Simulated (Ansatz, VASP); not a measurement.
# One calculation of Pt, two programs

```xyz
2
Lattice="2.7722 0.0000 0.0000 -1.3861 2.4008 0.0000 0.0000 0.0000 4.7396" Properties=species:S:1:pos:R:3 pbc="T T T"
Pt    0.0000    1.6005    1.1849
Pt    1.3861    0.8003    3.5547
```

Alike in both runs: functional PBE; k mesh 17 × 17 × 9; occupations fermi-dirac, width 0.05 eV; non-collinear spin, spin-orbit coupling.

Ansatz relaxed the structure, and its values are those at the end. VASP's run is a single point on that final structure, the one shown.

```csv
,VASP,Ansatz
version,VASP 6.6.1,Ansatz 0.2.0
potentials or method,"VASP PAW PBE potentials, release 64 (Pt), cutoff 520 eV",all-electron LAPW
```

Ansatz gave:

* pressure (GPa): 0.0

Task: Which values does VASP return?

Result: Pressure (GPa): -0.1.

Ansatz ran all-electron here, and VASP with PAW potentials.
